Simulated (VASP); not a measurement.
# Si16O (a cell with a defect) in VASP: a series of runs

Runs on Si16O (a cell with a defect). Level: PBE. Tasks: single point.

All numbers are computed with VASP 6.6.1; they aren't measurements. Logs are shortened: lines on timing, memory, paths and dates and some standing lists are left out, and cuts for length are marked.

## Step 1: The cell of the first run

The cell holds a defect, 17 atoms: a = 7.679 Å, b = 7.679 Å, c = 7.679 Å, α = 60.00°, β = 60.00°, γ = 60.00°.

## Step 2: Single point, PBE, collinear spin, ferromagnetic start

Input file INCAR:

```
SYSTEM = Si16O
PREC     = Accurate       ! precision mode
ENCUT    = 520            ! plane-wave cutoff, eV
EDIFF    = 1E-6           ! SCF threshold, eV
ISMEAR   = 0              ! smearing method
SIGMA    = 0.05           ! smearing width, eV
LREAL    = Auto         
LASPH    = .True.         ! aspherical terms in the spheres
NELM     = 150            ! most SCF steps
ALGO     = Normal         ! electronic algorithm
ISIF     = 2              ! what is computed and relaxed
LWAVE    = .False.        ! write WAVECAR
LCHARG   = .True.         ! write CHGCAR
ISPIN    = 2              ! spin polarisation
MAGMOM   = 0 0 0 0 0 0 0 0 0 0 0 0 0 0 0 0 1 ! initial moments
LORBIT   = 11             ! projections on sites
GGA      = PE             ! functional
LELF     = .True.         ! ELF
LVHAR    = .True.       
NBANDS   = 53             ! bands
```

Input file KPOINTS:

```
regular mesh
0
Gamma
  2 2 2
  0 0 0
```

Input file POSCAR:

```
Si16O
1.0
    0.0000000000      5.4300000000      5.4300000000
    5.4300000000      0.0000000000      5.4300000000
    5.4300000000      5.4300000000      0.0000000000
Si O
16 1
Direct
   -0.0443803754      0.0472231034      0.0086963338
    0.1234767442      0.1275068495      0.1258675212
   -0.0034214593     -0.0155941067      0.5018540219
    0.1294676150      0.0746215582      0.6523355118
   -0.0010262287      0.4968944980      0.0014500328
    0.1159316100      0.5777829819      0.1689876861
    0.0040606101      0.4461406782      0.5400298181
    0.1264780068      0.6088906149      0.6279677504
    0.4969474926      0.0160821504     -0.0016484700
    0.5845438232      0.1791334895      0.1207869155
    0.5008567388      0.0004385932      0.4957963002
    0.6224017510      0.1252579319      0.6242839714
    0.4722141738      0.5506804425     -0.0046060106
    0.6229896808      0.6405669380      0.1283361039
    0.5005515662      0.4997635194      0.5024965323
    0.6290246312      0.6246506454      0.6239937026
    0.9345624194      0.8125030123      0.1894917788
```

Potentials or basis: VASP PAW PBE potentials, release 64 (Si, O).

Command:

```console
$ cat potpaw_PBE.64/Si/POTCAR potpaw_PBE.64/O/POTCAR > POTCAR
$ mpirun -np 1 vasp_std > vasp.out
```

OUTCAR:

```text
SYSTEM = Si16O
   PREC = Accurate
   ENCUT = 520
   EDIFF = 1E-6
   ISMEAR = 0
   LREAL = Auto
   LASPH = .True.
   NELM = 150
   ISIF = 2
   ISPIN = 2
   LORBIT = 11
   GGA = PE

 ion  position               nearest neighbor table
   1  0.956  0.047  0.009-  17 1.66   2 2.32   4 2.32  10 2.33   6 2.94
   2  0.123  0.128  0.126-   1 2.32   5 2.32   9 2.34   3 2.36
   3  0.997  0.984  0.502-  12 2.35   4 2.35   8 2.35   2 2.36
   4  0.129  0.075  0.652-   1 2.32   7 2.33  11 2.35   3 2.35
   5  0.999  0.497  0.001-   6 2.32   2 2.32   8 2.34  14 2.36
   6  0.116  0.578  0.169-  17 1.66   5 2.32  13 2.32   7 2.33   1 2.94
   7  0.004  0.446  0.540-   6 2.33   4 2.33   8 2.36  16 2.38
   8  0.126  0.609  0.628-   5 2.34  15 2.35   3 2.35   7 2.36
   9  0.497  0.016  0.998-   2 2.34  12 2.35  14 2.35  10 2.36
  10  0.585  0.179  0.121-   1 2.33  13 2.33   9 2.36  11 2.38
  11  0.501  0.000  0.496-  12 2.35   4 2.35  16 2.36  10 2.38
  12  0.622  0.125  0.624-   9 2.35  15 2.35   3 2.35  11 2.35
  13  0.472  0.551  0.995-   6 2.32  10 2.33  16 2.35  14 2.35
  14  0.623  0.641  0.128-  15 2.35  13 2.35   9 2.35   5 2.36
  15  0.501  0.500  0.502-   8 2.35  12 2.35  14 2.35  16 2.35
  16  0.629  0.625  0.624-  15 2.35  13 2.35  11 2.36   7 2.38
  17  0.935  0.813  0.189-   1 1.66   6 1.66

  LATTYP: Found a face centered cubic cell.
 ALAT       =    10.8600000000

  Lattice vectors:

 A1 = (   0.0000000000,   5.4300000000,   5.4300000000)
 A2 = (   5.4300000000,   0.0000000000,   5.4300000000)
 A3 = (   5.4300000000,   5.4300000000,   0.0000000000)

Analysis of symmetry for initial positions (statically):
=====================================================================
 Subroutine PRICEL returns:
 Original cell was already a primitive cell.

 Routine SETGRP: Setting up the symmetry group for a
 face centered cubic supercell.

 Subroutine GETGRP returns: Found  1 space group operations
 (whereof  1 operations were pure point group operations)
 out of a pool of 48 trial point group operations.

The static configuration has the point symmetry C_1 .

Analysis of symmetry for dynamics (positions and initial velocities):
=====================================================================
 Subroutine PRICEL returns:
 Original cell was already a primitive cell.

 Routine SETGRP: Setting up the symmetry group for a
 face centered cubic supercell.

 Subroutine GETGRP returns: Found  1 space group operations
 (whereof  1 operations were pure point group operations)
 out of a pool of 48 trial point group operations.

The dynamic configuration has the point symmetry C_1 .

Analysis of structural, dynamic, and magnetic symmetry:
=====================================================================
 Subroutine PRICEL returns:
 Original cell was already a primitive cell.

 Routine SETGRP: Setting up the symmetry group for a
 face centered cubic supercell.

 Subroutine GETGRP returns: Found  1 space group operations
 (whereof  1 operations were pure point group operations)
 out of a pool of 48 trial point group operations.

The overall configuration has the point symmetry C_1 .

 Subroutine INISYM returns: Found  1 space group operations
 (whereof  1 operations are pure point group operations),
 and found     1 'primitive' translations

----------------------------------------------------------------------------------------

                                     Primitive cell

  volume of cell :     320.2060

  direct lattice vectors                    reciprocal lattice vectors
     0.000000000  5.430000000  5.430000000    -0.092081031  0.092081031  0.092081031
     5.430000000  0.000000000  5.430000000     0.092081031 -0.092081031  0.092081031
     5.430000000  5.430000000  0.000000000     0.092081031  0.092081031 -0.092081031

  length of vectors
     7.679179644  7.679179644  7.679179644     0.159489025  0.159489025  0.159489025

  position of ions in fractional coordinates (direct lattice)
     0.955619625  0.047223103  0.008696334
     0.123476744  0.127506850  0.125867521
     0.996578541  0.984405893  0.501854022
     0.129467615  0.074621558  0.652335512
     0.998973771  0.496894498  0.001450033
     0.115931610  0.577782982  0.168987686
[... 73 lines left out ...]
   ions per type =              16   1
   NGX,Y,Z   is equivalent  to a cutoff of  12.99, 12.99, 12.99 a.u.
   NGXF,Y,Z  is equivalent  to a cutoff of  25.98, 25.98, 25.98 a.u.
 SYSTEM =  Si16O
   PREC   = accura    normal or accurate (medium, high low for compatibility)
   ISTART =      0    job   : 0-new  1-cont  2-samecut
   ICHARG =      2    charge: 1-file 2-atom 10-const
   ISPIN  =      2    spin polarized calculation?
   LNONCOLLINEAR =      F non collinear calculations
   LSORBIT =      F    spin-orbit coupling
   LASPH  =      T    aspherical Exc in radial PAW
   ENCUT  =  520.0 eV  38.22 Ry    6.18 a.u.  14.28 14.28 14.28*2*pi/ulx,y,z
   NELM   =    150;   NELMIN=  2; NELMDL= -5     # of ELM steps
   EDIFF  = 0.1E-05   stopping-criterion for ELM
   LREAL  =      T    real-space projection
   EDIFFG = 0.1E-04   stopping-criterion for IOM
   NSW    =      0    number of steps for IOM
   IBRION =     -1    ionic relax: 0-MD 1-quasi-New 2-CG
   NFREE  =      0    steps in history (QN), initial steepest desc. (CG)
   ISIF   =      2    stress and relaxation
   ISYM   =      2    0-nonsym 1-usesym 2-fastsym
   POTIM  = 0.5000    time-step for ionic-motion
   TEBEG  =    0.0;   TEEND  =   0.0 temperature during run
   PSTRESS=    0.0 pullay stress
   NELECT =      70.0000    total number of electrons
   NUPDOWN=      -1.0000    fix difference up-down
   EMIN   =  10.00;   EMAX   =-10.00  energy-range for DOS
   EFERMI =   0.00;   METHOD = LEGACY
   ISMEAR =     0;   SIGMA  =   0.05  broadening in eV -4-tet -1-fermi 0-gaus
   EFERMI_NEDOS =   21; number of points for ismear=-14 and -15
   IALGO  =     38    algorithm
   IMIX   =      4    mixing-type and parameters
     AMIX     =   0.40;   BMIX     =  1.00
     AMIX_MAG =   1.60;   BMIX_MAG =  1.00
  volume/ion in A,a.u.               =      18.84       127.11
  Fermi-wavevector in a.u.,A,eV,Ry     =   0.986199  1.863645 13.232857  0.972588
  Thomas-Fermi vector in A             =   2.117562
   LORBIT       =     11    0 simple, 1 ext, 2 COOP (PROOUT), +10 PAW based schemes
   GGA     = PE    functional components
   LHFCALC =     F    Hartree Fock is set to
   AEXX    =    0.0000 exact exchange contribution
   IVDW    =     0    specifies the selected vdW correction
   LEPSILON=     F    determine dielectric tensor
   LRPA    =     F    only Hartree local field effects (RPA)
 spin polarized calculation
 Gauss-broadening in eV      SIGMA  =   0.05
  energy-cutoff  :      520.00
  volume of cell :      320.21
 maximum number of plane-waves:      8646
 NGX is ok and might be reduce to    60
   NGX = 29   NGY = 29   NGZ = 29

 number of electron      70.0000001 magnetization      -0.0000917

 number of electron      70.0000001 magnetization       0.0000397

 Free energy of the ion-electron system (eV)
  ---------------------------------------------------
  ext. energy  EPLUGINS =         0.00000000
  ---------------------------------------------------
  free energy    TOTEN  =       -92.69575390 eV

  energy without entropy =      -92.69575390  energy(sigma->0) =      -92.69575390

 E-fermi :   6.1272     XC(G=0):  -9.5326

 val. band max:        5.8802678784   @ k =   0.0000   0.0000   0.0000
 cond. band min:       6.3733712845   @ k =   0.0000   0.0000   0.0000
 fundamental gap:      0.4931034060
 Fermi energy:         6.1271952181

 spin component 1

 k-point     1 :       0.0000    0.0000    0.0000
  band No.  band energies     occupation
      1     -14.4429      1.00000
      2      -5.8119      1.00000
      3      -4.3862      1.00000
      4      -3.6893      1.00000
      5      -3.6672      1.00000
      6      -3.3249      1.00000
[... 389 lines left out ...]
     46      10.3397      0.00000
     47      10.4272      0.00000
 Fermi energy:         6.1271952181

 spin component 2

 k-point     1 :       0.0000    0.0000    0.0000
  band No.  band energies     occupation
      1     -14.4430      1.00000
      2      -5.8119      1.00000
      3      -4.3862      1.00000
      4      -3.6893      1.00000
      5      -3.6672      1.00000
      6      -3.3249      1.00000
[... 389 lines left out ...]
     46      10.3397      0.00000
     47      10.4272      0.00000
 [bands above 47 left out]

------------------------ aborting loop because EDIFF is reached ----------------------------------------

  FORCE on cell =-STRESS in cart. coord.  units (eV):
  Direction    XX          YY          ZZ          XY          YZ          ZX
  --------------------------------------------------------------------------------------
  -------------------------------------------------------------------------------------
  Total        8.4646701      9.0689157      8.4563969     -2.2875343     -2.3027906      3.0191520
  in kB       42.3536785     45.3770714     42.3122827    -11.4458677    -11.5222035     15.1065774
  external PRESSURE =      43.3476775 kB  Pullay stress =       0.0000000 kB

 VOLUME and BASIS-vectors are now :
 -----------------------------------------------------------------------------
  energy-cutoff  :      520.00
  volume of cell :      320.21
      direct lattice vectors                 reciprocal lattice vectors
     0.000000000  5.430000000  5.430000000    -0.092081031  0.092081031  0.092081031
     5.430000000  0.000000000  5.430000000     0.092081031 -0.092081031  0.092081031
     5.430000000  5.430000000  0.000000000     0.092081031  0.092081031 -0.092081031

 POSITION                                       TOTAL-FORCE (eV/Angst)
 -----------------------------------------------------------------------------------
      0.30364      5.23624      5.44544         0.018591     -0.039001      0.051150
      1.37582      1.35394      1.36284         0.000545     -0.000745      0.002292
      8.07039      8.13649     10.75675        -0.001331      0.001278     -0.001180
      3.94738      4.24519      1.10820         0.005963     -0.003409      0.001154
      2.70601      5.43230      8.12256        -0.002002      0.001356      0.000002
      4.05496      1.54711      3.76687        -0.049699      0.040526     -0.018996
[... 9 lines left out ...]
      6.78014      6.80389      6.80746         0.002631     -0.000672      0.000324
      5.44083      6.10361      9.48657         0.030823      0.000306     -0.031979
 -----------------------------------------------------------------------------------
    total drift:                               -0.006619     -0.002453      0.000247

  FREE ENERGIE OF THE ION-ELECTRON SYSTEM (eV)
  ---------------------------------------------------
  free  energy   TOTEN  =       -92.6957539047 eV

  energy  without entropy=      -92.6957539047  energy(sigma->0) =      -92.69575390

 total charge

# of ion       s       p       d       tot
------------------------------------------
    1        0.742   0.945   0.000   1.687
    2        0.744   0.977   0.000   1.722
    3        0.740   0.949   0.000   1.689
    4        0.745   0.969   0.000   1.714
    5        0.744   0.977   0.000   1.722
    6        0.742   0.945   0.000   1.687
[... 9 lines left out ...]
   16        0.744   0.937   0.000   1.681
   17        1.576   3.599   0.000   5.175
--------------------------------------------------
tot         13.461  18.892   0.000  32.353

 magnetization (x)

# of ion       s       p       d       tot
------------------------------------------
    1        0.000   0.000   0.000   0.000
    2       -0.000  -0.000   0.000  -0.000
    3       -0.000  -0.000   0.000  -0.000
    4       -0.000  -0.000   0.000  -0.000
    5       -0.000  -0.000   0.000  -0.000
    6        0.000   0.000   0.000   0.000
[... 9 lines left out ...]
   16        0.000  -0.000   0.000  -0.000
   17       -0.000  -0.000   0.000  -0.000
--------------------------------------------------
tot         -0.000  -0.000   0.000  -0.000
```

Run time: 14 min. Hardware: 1 thread of Oxide Virtual Turin-like, shared host; peak memory 0.68 GiB.

Results:

```
Free energy                                           : -92.6958 eV
Pressure                                              : 4.3 GPa
Largest force                                         : 0.067 eV/Å
Band gap on the k mesh                                : 0.49 eV
Net moment                                            : 0.00 μB per cell
Valence electrons inside the program's atomic spheres : Si 1.69, 1.72, 1.71, 1.68, 1.70 (each value once); O 5.17
```

Forces in eV/Å, atoms in the order of the input:
```
Si   0.019 -0.039  0.051
Si   0.001 -0.001  0.002
Si  -0.001  0.001 -0.001
Si   0.006 -0.003  0.001
Si  -0.002  0.001  0.000
Si  -0.050  0.041 -0.019
Si   0.000  0.000  0.004
Si   0.001 -0.001 -0.001
Si   0.002  0.000 -0.004
Si  -0.004 -0.001  0.002
Si   0.000  0.001 -0.002
Si   0.001  0.001  0.001
Si  -0.003  0.005 -0.001
Si  -0.001 -0.002 -0.001
Si  -0.002 -0.002 -0.001
Si   0.003 -0.001  0.000
O    0.031  0.000 -0.032
```

Caveat: the k points lie up to 0.50 Å⁻¹ apart; semilocal functionals underestimate gaps, and a narrow one can read as zero.

[end of part 1 of 2]
